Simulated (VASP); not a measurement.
# As (Fm-3m) in VASP: single point with PBE

Aim: the single point of As with PBE.

Program: VASP 6.6.1. These are calculated values, not measurements. Logs are shortened: lines on timing, memory, paths and dates and some standing lists are left out, and cuts for length are marked.

**1. The cell of the first run**

Symmetry: Fm-3m, No. 225, cubic system. Conventional cell: a = 4.388 Å, b = 4.388 Å, c = 4.388 Å, α = 90.00°, β = 90.00°, γ = 90.00°. Within 4.1 Å of As (site symmetry m-3m) lie 12 As at 3.10 Å.

This isn't the form of As at room conditions, which is rhombohedral.

**2. Single point, PBE (N replaced by As, lengths x 1.406, strained)**

File INCAR:

```
ALGO     = Normal         # electronic algorithm
EDIFF    = 1E-6           # SCF threshold, eV
ENCUT    = 520            # plane-wave cutoff, eV
GGA      = PE             # functional
ISIF     = 2              # what is computed and relaxed
ISMEAR   = 0              # smearing method
LASPH    = T              # aspherical terms in the spheres
LCHARG   = T              # write CHGCAR
LELF     = T              # ELF
LREAL    = F              # projectors in reciprocal space
LVHAR    = T            
LWAVE    = F              # write WAVECAR
NBANDS   = 8              # bands
NELM     = 60             # most SCF steps
PREC     = Accurate       # precision mode
SIGMA    = 0.1            # smearing width, eV
```

File KPOINTS:

```
k-points
0
Gamma
  16 16 16
```

File POSCAR:

```
As
1.0
    0.0000000000      2.1942200639      2.1942200639
    2.1942200639      0.0000000000      2.1942200639
    2.1942200639      2.1942200639      0.0000000000
As
1
Direct
    0.0000000000      0.0000000000      0.0000000000
```

Potentials or basis: VASP PAW PBE potentials, release 64 (As).

Command:

```sh
cat potpaw_PBE.64/As/POTCAR > POTCAR
mpirun -np 1 vasp_std > vasp.out
```

OUTCAR:

```text
EDIFF = 1E-6
   ENCUT = 520
   GGA = PE
   ISIF = 2
   ISMEAR = 0
   LASPH = T
   LREAL = F
   NELM = 60
   PREC = Accurate

 ion  position               nearest neighbor table
   1  0.000  0.000  0.000-

  LATTYP: Found a face centered cubic cell.
 ALAT       =     4.3884401278

  Lattice vectors:

 A1 = (   0.0000000000,   2.1942200639,   2.1942200639)
 A2 = (   2.1942200639,   0.0000000000,   2.1942200639)
 A3 = (   2.1942200639,   2.1942200639,   0.0000000000)

Analysis of symmetry for initial positions (statically):
=====================================================================
 Subroutine PRICEL returns:
 Original cell was already a primitive cell.

 Routine SETGRP: Setting up the symmetry group for a
 face centered cubic supercell.

 Subroutine GETGRP returns: Found 48 space group operations
 (whereof 48 operations were pure point group operations)
 out of a pool of 48 trial point group operations.

The static configuration has the point symmetry O_h .

Analysis of symmetry for dynamics (positions and initial velocities):
=====================================================================
 Subroutine PRICEL returns:
 Original cell was already a primitive cell.

 Routine SETGRP: Setting up the symmetry group for a
 face centered cubic supercell.

 Subroutine GETGRP returns: Found 48 space group operations
 (whereof 48 operations were pure point group operations)
 out of a pool of 48 trial point group operations.

The dynamic configuration has the point symmetry O_h .

 Subroutine INISYM returns: Found 48 space group operations
 (whereof 48 operations are pure point group operations),
 and found     1 'primitive' translations

----------------------------------------------------------------------------------------

                                     Primitive cell

  volume of cell :      21.1286

  direct lattice vectors                    reciprocal lattice vectors
     0.000000000  2.194220064  2.194220064    -0.227871401  0.227871401  0.227871401
     2.194220064  0.000000000  2.194220064     0.227871401 -0.227871401  0.227871401
     2.194220064  2.194220064  0.000000000     0.227871401  0.227871401 -0.227871401

  length of vectors
     3.103095773  3.103095773  3.103095773     0.394684844  0.394684844  0.394684844

  position of ions in fractional coordinates (direct lattice)
     0.000000000  0.000000000  0.000000000

  ion indices of the primitive-cell ions
   primitive index   ion index
                 1           1

----------------------------------------------------------------------------------------

 KPOINTS: k-points

Automatic generation of k-mesh.
 Grid dimensions read from file:
 generate k-points for:   16   16   16

 Generating k-lattice:

  Cartesian coordinates                     Fractional coordinates (reciprocal lattice)
    -0.014241963  0.014241963  0.014241963     0.062500000  0.000000000  0.000000000
     0.014241963 -0.014241963  0.014241963     0.000000000  0.062500000  0.000000000
     0.014241963  0.014241963 -0.014241963     0.000000000  0.000000000  0.062500000

  Length of vectors
     0.024667803  0.024667803  0.024667803

  Shift w.r.t. Gamma in fractional coordinates (k-lattice)
     0.000000000  0.000000000  0.000000000

 Subroutine IBZKPT returns following result:
 ===========================================

 Found    145 irreducible k-points:

 Following reciprocal coordinates:
            Coordinates               Weight
  0.000000  0.000000  0.000000      1.000000
  0.062500  0.000000  0.000000      8.000000
  0.125000  0.000000  0.000000      8.000000
  0.187500  0.000000  0.000000      8.000000
  0.250000  0.000000  0.000000      8.000000
  0.312500  0.000000  0.000000      8.000000
[... 16 lines left out ...]
 -0.125000  0.062500  0.000000     24.000000
 -0.062500  0.062500  0.000000     12.000000
 [... further k-points ...]
   k-points           NKPTS =    145   k-points in BZ     NKDIM =    145   number of bands    NBANDS=      8
   number of dos      NEDOS =    301   number of ions     NIONS =      1
   total plane-waves  NPLWV =  13824
   dimension x,y,z NGX =    24 NGY =   24 NGZ =   24
   dimension x,y,z NGXF=    48 NGYF=   48 NGZF=   48
   ions per type =               1
   NGX,Y,Z   is equivalent  to a cutoff of  12.86, 12.86, 12.86 a.u.
   NGXF,Y,Z  is equivalent  to a cutoff of  25.72, 25.72, 25.72 a.u.
 SYSTEM =  unknown system
   PREC   = accura    normal or accurate (medium, high low for compatibility)
   ISTART =      0    job   : 0-new  1-cont  2-samecut
   ICHARG =      2    charge: 1-file 2-atom 10-const
   ISPIN  =      1    spin polarized calculation?
   LNONCOLLINEAR =      F non collinear calculations
   LSORBIT =      F    spin-orbit coupling
   LASPH  =      T    aspherical Exc in radial PAW
   ENCUT  =  520.0 eV  38.22 Ry    6.18 a.u.   5.77  5.77  5.77*2*pi/ulx,y,z
   NELM   =     60;   NELMIN=  2; NELMDL= -5     # of ELM steps
   EDIFF  = 0.1E-05   stopping-criterion for ELM
   LREAL  =      F    real-space projection
   EDIFFG = 0.1E-04   stopping-criterion for IOM
   NSW    =      0    number of steps for IOM
   IBRION =     -1    ionic relax: 0-MD 1-quasi-New 2-CG
   NFREE  =      0    steps in history (QN), initial steepest desc. (CG)
   ISIF   =      2    stress and relaxation
   ISYM   =      2    0-nonsym 1-usesym 2-fastsym
   POTIM  = 0.5000    time-step for ionic-motion
   TEBEG  =    0.0;   TEEND  =   0.0 temperature during run
   PSTRESS=    0.0 pullay stress
   NELECT =       5.0000    total number of electrons
   NUPDOWN=      -1.0000    fix difference up-down
   EMIN   =  10.00;   EMAX   =-10.00  energy-range for DOS
   EFERMI =   0.00;   METHOD = LEGACY
   ISMEAR =     0;   SIGMA  =   0.10  broadening in eV -4-tet -1-fermi 0-gaus
   EFERMI_NEDOS =   21; number of points for ismear=-14 and -15
   IALGO  =     38    algorithm
   IMIX   =      4    mixing-type and parameters
     AMIX     =   0.40;   BMIX     =  1.00
     AMIX_MAG =   1.60;   BMIX_MAG =  1.00
  volume/ion in A,a.u.               =      21.13       142.58
  Fermi-wavevector in a.u.,A,eV,Ry     =   1.012608  1.913551 13.951071  1.025375
  Thomas-Fermi vector in A             =   2.145727
   LORBIT       =      0    0 simple, 1 ext, 2 COOP (PROOUT), +10 PAW based schemes
   GGA     = PE    functional components
   LHFCALC =     F    Hartree Fock is set to
   AEXX    =    0.0000 exact exchange contribution
   IVDW    =     0    specifies the selected vdW correction
   LEPSILON=     F    determine dielectric tensor
   LRPA    =     F    only Hartree local field effects (RPA)
 non-spin polarized calculation
 Gauss-broadening in eV      SIGMA  =   0.10
  energy-cutoff  :      520.00
  volume of cell :       21.13
 maximum number of plane-waves:       588
   NGX = 11   NGY = 11   NGZ = 11

 number of electron       4.9999999 magnetization

 Free energy of the ion-electron system (eV)
  ---------------------------------------------------
  ext. energy  EPLUGINS =         0.00000000
  ---------------------------------------------------
  free energy    TOTEN  =        -4.09247789 eV

  energy without entropy =       -4.08771080  energy(sigma->0) =       -4.09009435

 E-fermi :   5.4091     XC(G=0): -10.3226

 val. band max:        5.3891804174   @ k =   0.4375   0.2500   0.1250
 cond. band min:       5.4137180710   @ k =   0.5000   0.4375   0.0000
 fundamental gap:      0.0245376535
 Fermi energy:         5.4091471714

 k-point     1 :       0.0000    0.0000    0.0000
  band No.  band energies     occupation
      1      -8.8553      2.00000
      2      10.3938      0.00000
      3      10.3938      0.00000
      4      10.3938      0.00000
      5      17.3771      0.00000
      6      17.3771      0.00000
      7      17.3771      0.00000
      8      17.8745      0.00000

 k-point     2 :       0.0625    0.0000    0.0000
  band No.  band energies     occupation
      1      -8.7725      2.00000
      2       9.7235      0.00000
      3      10.3089      0.00000
      4      10.3089      0.00000
      5      16.9347      0.00000
      6      17.5490      0.00000
      7      17.5490      0.00000
      8      18.3201      0.00000

 k-point     3 :       0.1250    0.0000    0.0000
  band No.  band energies     occupation
      1      -8.5252      2.00000
      2       8.1667      0.00000
      3      10.0876      0.00000
      4      10.0876      0.00000
      5      16.2130      0.00000
      6      17.9567      0.00000
      7      17.9567      0.00000
      8      19.3816      0.00000

 k-point     4 :       0.1875    0.0000    0.0000
  band No.  band energies     occupation
      1      -8.1179      2.00000
      2       6.3055      0.00000
      3       9.8002      0.00000
      4       9.8002      0.00000
      5      15.6025      0.00000
      6      18.1942      0.00000
      7      18.1942      0.00000
      8      20.5151      0.00000

 k-point     5 :       0.2500    0.0000    0.0000
  band No.  band energies     occupation
      1      -7.5602      2.00000
      2       4.4200      2.00000
      3       9.5106      0.00000
      4       9.5106      0.00000
      5      15.1400      0.00000
      6      17.8661      0.00000
      7      17.8661      0.00000
      8      20.5814      0.00000
[... 177 lines left out ...]
 k-point    22 :      -0.1875    0.0625    0.0000
  band No.  band energies     occupation
      1      -7.8759      2.00000
      2       5.6916      0.00006
      3       8.7823      0.00000
      4      10.0318      0.00000
      5      15.8133      0.00000
      6      17.9706      0.00000
      7      18.1165      0.00000
      8      19.9180      0.00000

 k-point    23 :      -0.1250    0.0625    0.0000
  band No.  band energies     occupation
      1      -8.3340      2.00000
      2       7.5204      0.00000
      3       9.1743      0.00000
      4      10.2759      0.00000
      5      16.2378      0.00000
      6      17.9097      0.00000
      7      18.0846      0.00000
      8      19.6183      0.00000

 k-point    24 :      -0.0625    0.0625    0.0000
  band No.  band energies     occupation
      1      -8.6348      2.00000
      2       9.0267      0.00000
      3       9.7059      0.00000
      4      10.3845      0.00000
      5      16.6312      0.00000
      6      17.5967      0.00000
      7      17.7266      0.00000
      8      19.1003      0.00000

 [... further k-points ...]

------------------------ aborting loop because EDIFF is reached ----------------------------------------

  FORCE on cell =-STRESS in cart. coord.  units (eV):
  Direction    XX          YY          ZZ          XY          YZ          ZX
  --------------------------------------------------------------------------------------
  -------------------------------------------------------------------------------------
  Total       -0.7504803     -0.7504803     -0.7504803     -0.0000000     -0.0000000      0.0000000
  in kB      -56.9087874    -56.9087874    -56.9087874     -0.0000000     -0.0000000      0.0000000
  external PRESSURE =     -56.9087874 kB  Pullay stress =       0.0000000 kB

 VOLUME and BASIS-vectors are now :
 -----------------------------------------------------------------------------
  energy-cutoff  :      520.00
  volume of cell :       21.13
      direct lattice vectors                 reciprocal lattice vectors
     0.000000000  2.194220064  2.194220064    -0.227871401  0.227871401  0.227871401
     2.194220064  0.000000000  2.194220064     0.227871401 -0.227871401  0.227871401
     2.194220064  2.194220064  0.000000000     0.227871401  0.227871401 -0.227871401

 POSITION                                       TOTAL-FORCE (eV/Angst)
 -----------------------------------------------------------------------------------
      0.00000      0.00000      0.00000         0.000000      0.000000      0.000000
 -----------------------------------------------------------------------------------
    total drift:                               -0.000000     -0.000000     -0.000000

  FREE ENERGIE OF THE ION-ELECTRON SYSTEM (eV)
  ---------------------------------------------------
  free  energy   TOTEN  =        -4.0924778924 eV

  energy  without entropy=       -4.0877108009  energy(sigma->0) =       -4.09009435
```

Wall time 11 s (1 thread of Intel Xeon Platinum 8559C (Emerald Rapids), shared host); peak memory 0.15 GiB.

Results:

* Free energy: -4.0925 eV
* Pressure: -5.7 GPa
* Band gap on the k mesh: zero (an odd number of electrons rules out a gap without spin polarisation)

Caveat: the cell differs from its parent crystal (N replaced by As, lengths x 1.406, strained); the cell stands under tension; an odd number of electrons without spin polarisation forces a metal; a magnetic or distorted state may lie lower.

The gap in the log of VASP goes by the Fermi energy; the results here count the filled bands.